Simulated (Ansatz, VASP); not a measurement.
# Two plane-wave programs on MgB2

The input POSCAR:

```
MgB2
1.0
    3.0433056997      0.0000000000      0.0000000000
   -1.5216528499      2.6355800475      0.0000000000
    0.0000000000      0.0000000000      3.4753860551
Mg B
1 2
Direct
    0.0000000000      0.0000000000      0.0000000000
    0.6666666667      0.3333333333      0.5000000000
    0.3333333333      0.6666666667      0.5000000000
```

INCAR.step1

```
SYSTEM = MgB2
PREC = Accurate
ENCUT = 660
ISMEAR = -1
SIGMA = 0.05
LREAL = .FALSE.
LASPH = .TRUE.
NELM = 120
NBANDS = 15
GGA = PE
ALGO = Normal
EDIFF = 1E-5
LWAVE = .TRUE.
LCHARG = .FALSE.
GGA_COMPAT = .FALSE.
```

INCAR.step2

```
SYSTEM = MgB2
PREC = Accurate
ENCUT = 660
EDIFF = 1E-6
ISMEAR = -1
SIGMA = 0.05
LREAL = .FALSE.
LASPH = .TRUE.
NELM = 120
ALGO = Normal
ISIF = 2
LWAVE = .FALSE.
LCHARG = .FALSE.
METAGGA = R2SCAN
LMIXTAU = .TRUE.
NBANDS = 15
ISTART = 1
GGA_COMPAT = .FALSE.
```

Contents of KPOINTS:

```
regular mesh
0
G
  10 10 8
  0 0 0
```

input.yaml

```yaml
crystal:
  lattice:
    - [3.0433056997, 0.0, 0.0]
    - [-1.5216528499, 2.6355800475, 0.0]
    - [0.0, 0.0, 3.4753860551]
  atoms:
    - { symbol: Mg, position: [0.0, 0.0, 0.0] }
    - { symbol: B, position: [0.6666666667, 0.3333333333, 0.5] }
    - { symbol: B, position: [0.3333333333, 0.6666666667, 0.5] }
hamiltonian:
  xc: r2scan
  pseudopotentials: { kind: paw }
kpoints:
  mp_grid: { grid: [10, 10, 8] }
scf:
  occupations: { method: fermi_dirac, width: 0.05 }
output:
  forces: true
  stress: true
  eigenvalues: true
  write_density: true
  write_potential: true
  elf: true
  volumetric_format: npy
```

Alike in both runs: task single point; functional r2SCAN; k mesh 10 × 10 × 8; occupations fermi-dirac, width 0.05 eV; no spin polarisation.

|  | VASP | Ansatz |
| --- | --- | --- |
| version | VASP 6.6.1 | Ansatz 0.2.0 |
| potentials or method | VASP PAW PBE potentials, release 64 (Mg_sv, B) | Ansatz PAW |
| plane-wave cutoff (eV) | 660 | 500 |
| valence electrons in the cell | 16 | 16 |

|  | VASP | Ansatz | Ansatz less VASP |
| --- | --- | --- | --- |
| gap on the k mesh at the Fermi level (eV) | none | none | - |
| pressure (GPa) | 4.5 | 4.5 | -0.08 |
| traceless stress, the component that is largest in VASP (GPa) | -1.37 | -1.53 | -0.163 |

VASP's potentials were made for PBE, not for r2SCAN. A gap of «none» marks a metal or a gap that the smearing closes.
